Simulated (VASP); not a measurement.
# SiC in VASP: single point with r2SCAN

Aim: the single point of SiC with r2SCAN.

All numbers are computed with VASP 6.6.1; they aren't measurements. Logs are shortened: lines on timing, memory, paths and dates and some standing lists are left out, and cuts for length are marked.

## Step 1: The cell of the first run

The cell holds a slab with vacuum, 12 atoms: a = 3.080 Å, b = 3.080 Å, c = 26.980 Å, α = 90.00°, β = 90.00°, γ = 90.00°.

## Step 2: Single point, r2SCAN

Input file POSCAR:

```
SiC
1.0
    3.0803621781      0.0000000000      0.0000000000
    0.0000000000      3.0803621781      0.0000000000
    0.0000000000      0.0000000000     26.9797974155
C Si
6 6
Direct
    0.0000000000      0.5000000000      0.2779857789
    0.5000000000      0.0000000000      0.3587182230
    0.0000000000      0.5000000000      0.4394506670
    0.5000000000      0.0000000000      0.5201831110
    0.0000000000      0.5000000000      0.6009155550
    0.5000000000      0.0000000000      0.6816479991
    0.5000000000      0.5000000000      0.3183520009
    0.0000000000      0.0000000000      0.3990844450
    0.5000000000      0.5000000000      0.4798168890
    0.0000000000      0.0000000000      0.5605493330
    0.5000000000      0.5000000000      0.6412817770
    0.0000000000      0.0000000000      0.7220142211
```

Input file INCAR.step1:

```
SYSTEM = SiC
PREC = Accurate
ENCUT = 520
ISMEAR = 0
SIGMA = 0.05
LREAL = .FALSE.
LASPH = .TRUE.
NELM = 60
LDIPOL = .TRUE.
IDIPOL = 3
DIPOL = 0.5 0.5 0.500
NBANDS = 36
GGA = PE
ALGO = Normal
EDIFF = 1E-4
LWAVE = .TRUE.
LCHARG = .FALSE.
```

Input file INCAR.step2:

```
SYSTEM = SiC
PREC = Accurate
ENCUT = 520
EDIFF = 1E-6
ISMEAR = 0
SIGMA = 0.05
LREAL = .FALSE.
LASPH = .TRUE.
NELM = 60
ALGO = Normal
ISIF = 2
LWAVE = .FALSE.
LCHARG = .FALSE.
LDIPOL = .TRUE.
IDIPOL = 3
DIPOL = 0.5 0.5 0.500
METAGGA = R2SCAN
LMIXTAU = .TRUE.
NBANDS = 36
ISTART = 1
```

Input file KPOINTS:

```
regular mesh
0
G
  9 9 1
  0 0 0
```

Potentials or basis: VASP PAW PBE potentials, release 64 (C, Si).

On the command line:

```sh
$ cat potpaw_PBE.64/C/POTCAR potpaw_PBE.64/Si/POTCAR > POTCAR
$ cp INCAR.step1 INCAR
$ mpirun -np 1 vasp_std > vasp.out
$ cp INCAR.step2 INCAR
$ mpirun -np 1 vasp_std > vasp.out
```

OUTCAR:

```text
SYSTEM = SiC
   PREC = Accurate
   ENCUT = 520
   EDIFF = 1E-6
   ISMEAR = 0
   LREAL = .FALSE.
   LASPH = .TRUE.
   NELM = 60
   ISIF = 2
   METAGGA = R2SCAN
   ISTART = 1

 ion  position               nearest neighbor table
   1  0.000  0.500  0.278-   7 1.89   7 1.89
   2  0.500  0.000  0.359-   8 1.89   8 1.89   7 1.89   7 1.89
   3  0.000  0.500  0.439-   9 1.89   9 1.89   8 1.89   8 1.89
   4  0.500  0.000  0.520-  10 1.89  10 1.89   9 1.89   9 1.89
   5  0.000  0.500  0.601-  10 1.89  11 1.89  10 1.89  11 1.89
   6  0.500  0.000  0.682-  12 1.89  12 1.89  11 1.89  11 1.89
   7  0.500  0.500  0.318-   1 1.89   1 1.89   2 1.89   2 1.89   8 3.08   8 3.08   8 3.08   8 3.08

   8  0.000  0.000  0.399-   2 1.89   3 1.89   3 1.89   2 1.89   9 3.08   9 3.08   9 3.08   9 3.08
                             7 3.08   7 3.08   7 3.08   7 3.08
   9  0.500  0.500  0.480-   3 1.89   3 1.89   4 1.89   4 1.89   8 3.08   8 3.08  10 3.08  10 3.08
                             8 3.08  10 3.08   8 3.08  10 3.08
  10  0.000  0.000  0.561-   4 1.89   4 1.89   5 1.89   5 1.89   9 3.08   9 3.08   9 3.08   9 3.08
                            11 3.08  11 3.08  11 3.08  11 3.08
  11  0.500  0.500  0.641-   5 1.89   5 1.89   6 1.89   6 1.89  10 3.08  10 3.08  10 3.08  10 3.08
                            12 3.08  12 3.08  12 3.08  12 3.08
  12  0.000  0.000  0.722-   6 1.89   6 1.89  11 3.08  11 3.08  11 3.08  11 3.08

  LATTYP: Found a simple tetragonal cell.
 ALAT       =     3.0803621781
 C/A-ratio  =     8.7586445540

  Lattice vectors:

 A1 = (   3.0803621781,   0.0000000000,   0.0000000000)
 A2 = (   0.0000000000,   3.0803621781,   0.0000000000)
 A3 = (   0.0000000000,   0.0000000000,  26.9797974155)

Analysis of symmetry for initial positions (statically):
=====================================================================
 Subroutine PRICEL returns:
 Original cell was already a primitive cell.

 Routine SETGRP: Setting up the symmetry group for a
 simple tetragonal supercell.

 Subroutine GETGRP returns: Found  4 space group operations
 (whereof  4 operations were pure point group operations)
 out of a pool of 16 trial point group operations.

The static configuration has the point symmetry C_2v.

Analysis of symmetry for dynamics (positions and initial velocities):
=====================================================================
 Subroutine PRICEL returns:
 Original cell was already a primitive cell.

 Routine SETGRP: Setting up the symmetry group for a
 simple tetragonal supercell.

 Subroutine GETGRP returns: Found  4 space group operations
 (whereof  4 operations were pure point group operations)
 out of a pool of 16 trial point group operations.

The dynamic configuration has the point symmetry C_2v.

 Subroutine INISYM returns: Found  4 space group operations
 (whereof  4 operations are pure point group operations),
 and found     1 'primitive' translations

----------------------------------------------------------------------------------------

                                     Primitive cell

  volume of cell :     256.0013

  direct lattice vectors                    reciprocal lattice vectors
     3.080362178  0.000000000  0.000000000     0.324637150  0.000000000  0.000000000
     0.000000000  3.080362178  0.000000000     0.000000000  0.324637150  0.000000000
     0.000000000  0.000000000 26.979797415     0.000000000  0.000000000  0.037064771

  length of vectors
     3.080362178  3.080362178 26.979797415     0.324637150  0.324637150  0.037064771

  position of ions in fractional coordinates (direct lattice)
     0.000000000  0.500000000  0.277985779
     0.500000000  0.000000000  0.358718223
     0.000000000  0.500000000  0.439450667
     0.500000000  0.000000000  0.520183111
     0.000000000  0.500000000  0.600915555
     0.500000000  0.000000000  0.681647999
     0.500000000  0.500000000  0.318352001
     0.000000000  0.000000000  0.399084445
     0.500000000  0.500000000  0.479816889
     0.000000000  0.000000000  0.560549333
     0.500000000  0.500000000  0.641281777
     0.000000000  0.000000000  0.722014221

  ion indices of the primitive-cell ions
   primitive index   ion index
                 1           1
                 2           2
                 3           3
                 4           4
                 5           5
                 6           6
                 7           7
                 8           8
                 9           9
                10          10
                11          11
                12          12

----------------------------------------------------------------------------------------

 KPOINTS: regular mesh

Automatic generation of k-mesh.
 Grid dimensions read from file:
 generate k-points for:    9    9    1

 Generating k-lattice:

  Cartesian coordinates                     Fractional coordinates (reciprocal lattice)
     0.036070794  0.000000000  0.000000000     0.111111111  0.000000000  0.000000000
     0.000000000  0.036070794  0.000000000     0.000000000  0.111111111  0.000000000
     0.000000000  0.000000000  0.037064771     0.000000000  0.000000000  1.000000000

  Length of vectors
     0.036070794  0.036070794  0.037064771

  Shift w.r.t. Gamma in fractional coordinates (k-lattice)
     0.000000000  0.000000000  0.000000000

 Subroutine IBZKPT returns following result:
 ===========================================

 Found     25 irreducible k-points:

 Following reciprocal coordinates:
            Coordinates               Weight
  0.000000  0.000000  0.000000      1.000000
  0.111111  0.000000  0.000000      2.000000
  0.000000  0.111111  0.000000      2.000000
  0.222222  0.000000  0.000000      2.000000
  0.000000  0.222222  0.000000      2.000000
  0.333333  0.000000  0.000000      2.000000
[... 16 lines left out ...]
  0.444444  0.333333  0.000000      4.000000
 -0.333333  0.444444  0.000000      4.000000
   k-points           NKPTS =     25   k-points in BZ     NKDIM =     25   number of bands    NBANDS=     36
   number of dos      NEDOS =    301   number of ions     NIONS =     12
   total plane-waves  NPLWV = 120960
   dimension x,y,z NGX =    24 NGY =   24 NGZ =  210
   dimension x,y,z NGXF=    48 NGYF=   48 NGZF=  420
   ions per type =               6   6
   NGX,Y,Z   is equivalent  to a cutoff of  12.95, 12.95, 12.94 a.u.
   NGXF,Y,Z  is equivalent  to a cutoff of  25.91, 25.91, 25.88 a.u.
 SYSTEM =  SiC
   PREC   = accura    normal or accurate (medium, high low for compatibility)
   ISTART =      1    job   : 0-new  1-cont  2-samecut
   ICHARG =      0    charge: 1-file 2-atom 10-const
   ISPIN  =      1    spin polarized calculation?
   LNONCOLLINEAR =      F non collinear calculations
   LSORBIT =      F    spin-orbit coupling
   LASPH  =      T    aspherical Exc in radial PAW
   ENCUT  =  520.0 eV  38.22 Ry    6.18 a.u.   5.73  5.73 50.16*2*pi/ulx,y,z
   NELM   =     60;   NELMIN=  2; NELMDL=  0     # of ELM steps
   EDIFF  = 0.1E-05   stopping-criterion for ELM
   LREAL  =      F    real-space projection
[... 7 lines left out ...]
   TEBEG  =    0.0;   TEEND  =   0.0 temperature during run
   PSTRESS=    0.0 pullay stress
   NELECT =      48.0000    total number of electrons
   NUPDOWN=      -1.0000    fix difference up-down
   EMIN   =  10.00;   EMAX   =-10.00  energy-range for DOS
   EFERMI =   0.00;   METHOD = LEGACY
   ISMEAR =     0;   SIGMA  =   0.05  broadening in eV -4-tet -1-fermi 0-gaus
   EFERMI_NEDOS =   21; number of points for ismear=-14 and -15
   IALGO  =     38    algorithm
   IMIX   =      4    mixing-type and parameters
     AMIX     =   0.40;   BMIX     =  1.00
     AMIX_MAG =   1.60;   BMIX_MAG =  1.00
  volume/ion in A,a.u.               =      21.33       143.97
  Fermi-wavevector in a.u.,A,eV,Ry     =   0.937003  1.770680 11.945580  0.877975
  Thomas-Fermi vector in A             =   2.064070
   LORBIT       =      0    0 simple, 1 ext, 2 COOP (PROOUT), +10 PAW based schemes
   METAGGA = R2SCAN    functional components
   LHFCALC =     F    Hartree Fock is set to
   AEXX    =    0.0000 exact exchange contribution
   IVDW    =     0    specifies the selected vdW correction
   LEPSILON=     F    determine dielectric tensor
   LRPA    =     F    only Hartree local field effects (RPA)
 non-spin polarized calculation
 Gauss-broadening in eV      SIGMA  =   0.05
  energy-cutoff  :      520.00
  volume of cell :      256.00
 maximum number of plane-waves:      6934
   NGX = 11   NGY = 11   NGZ =101

 number of electron      47.9999997 magnetization

 dipolmoment           0.000000      0.000000     -0.089399 electrons x Angstroem

 Free energy of the ion-electron system (eV)
  ---------------------------------------------------
  ext. energy  EPLUGINS =         0.00000000
  ---------------------------------------------------
  free energy    TOTEN  =      -109.32550648 eV

  energy without entropy =     -109.32226512  energy(sigma->0) =     -109.32388580

 E-fermi :   0.7004     XC(G=0):  -6.4987

 val. band max:        0.6934475832   @ k =   0.2222   0.0000   0.0000
 cond. band min:       0.7190917642   @ k =   0.1111   0.1111   0.0000
 fundamental gap:      0.0256441809
 Fermi energy:         0.7004102791

 k-point     1 :       0.0000    0.0000    0.0000
  band No.  band energies     occupation
      1     -15.9408      2.00000
      2     -15.3832      2.00000
      3     -14.5246      2.00000
      4     -13.4061      2.00000
      5     -12.0981      2.00000
      6     -10.4545      2.00000
[... 28 lines left out ...]
     35       7.2144      0.00000
     36       7.4187      0.00000
[... 866 lines left out ...]
      6      -9.6882      2.00000
[... 28 lines left out ...]
     35       7.7048      0.00000
     36       8.2174      0.00000

 [... further k-points ...]

------------------------ aborting loop because EDIFF is reached ----------------------------------------

 vacuum level on the upper side and lower side of the slab       (xc-potential included)        -0.815         0.808

  FORCE on cell =-STRESS in cart. coord.  units (eV):
  Direction    XX          YY          ZZ          XY          YZ          ZX
  --------------------------------------------------------------------------------------
  -------------------------------------------------------------------------------------
  Total        1.1413576     -6.1469827     -2.3702624      0.0000000      0.0000000      0.0000000
  in kB        7.1431551    -38.4707209    -14.8342215      0.0000000      0.0000000      0.0000000
  external PRESSURE =     -15.3872624 kB  Pullay stress =       0.0000000 kB

 VOLUME and BASIS-vectors are now :
 -----------------------------------------------------------------------------
  energy-cutoff  :      520.00
  volume of cell :      256.00
      direct lattice vectors                 reciprocal lattice vectors
     3.080362178  0.000000000  0.000000000     0.324637150  0.000000000  0.000000000
     0.000000000  3.080362178  0.000000000     0.000000000  0.324637150  0.000000000
     0.000000000  0.000000000 26.979797415     0.000000000  0.000000000  0.037064771

 POSITION                                       TOTAL-FORCE (eV/Angst)
 -----------------------------------------------------------------------------------
      0.00000      1.54018      7.50000         0.000000      0.000000      2.084054
      1.54018      0.00000      9.67814         0.000000      0.000000      0.316717
      0.00000      1.54018     11.85629         0.000000      0.000000      0.083661
      1.54018      0.00000     14.03443         0.000000      0.000000      0.026702
      0.00000      1.54018     16.21258         0.000000      0.000000      0.035140
      1.54018      0.00000     18.39072         0.000000      0.000000     -0.383846
      1.54018      1.54018      8.58907         0.000000      0.000000     -2.090284
      0.00000      0.00000     10.76722         0.000000      0.000000     -0.387429
      1.54018      1.54018     12.94536         0.000000      0.000000     -0.020678
      0.00000      0.00000     15.12351         0.000000      0.000000     -0.000966
      1.54018      1.54018     17.30165         0.000000      0.000000      0.020413
      0.00000      0.00000     19.47980         0.000000      0.000000      0.316518
 -----------------------------------------------------------------------------------
    total drift:                               -0.000000      0.000000      0.008417

  FREE ENERGIE OF THE ION-ELECTRON SYSTEM (eV)
  ---------------------------------------------------
  free  energy   TOTEN  =      -109.3255064825 eV

  energy  without entropy=     -109.3222651155  energy(sigma->0) =     -109.32388580

 vacuum level on the upper side and lower side of the slab         6.583         8.246
```

It took 46 min on 1 thread of Oxide Virtual Turin-like, shared host; peak memory 0.43 GiB.

What came out:

* Free energy: -109.3255 eV
* Largest force: 2.090 eV/Å
* Band gap on the k mesh: zero (bands 24 and 25 overlap by 0.40 eV)

Forces in eV/Å, atoms in the order of the input:
```
C    0.000  0.000  2.084
C    0.000  0.000  0.317
C    0.000  0.000  0.084
C    0.000  0.000  0.027
C    0.000  0.000  0.035
C    0.000  0.000 -0.384
Si   0.000  0.000 -2.090
Si   0.000  0.000 -0.387
Si   0.000  0.000 -0.021
Si   0.000  0.000 -0.001
Si   0.000  0.000  0.020
Si   0.000  0.000  0.317
```

Levels at points of the mesh, in eV from the Fermi level:
| k point | band 20 | band 21 | band 22 | band 23 | band 24 | band 25 | band 26 | band 27 | band 28 | band 29 |
| --- | --- | --- | --- | --- | --- | --- | --- | --- | --- | --- |
| (0.00, 0.00, 0.00) | -1.12 | -1.02 | -0.58 | -0.33 | -0.19 | 1.45 | 2.01 | 2.39 | 3.54 | 4.42 |

Caveat: the PAW data sets were made with another functional, which shifts forces and pressure a little.

The gap in the log of VASP goes by the Fermi energy; the results here count the filled bands.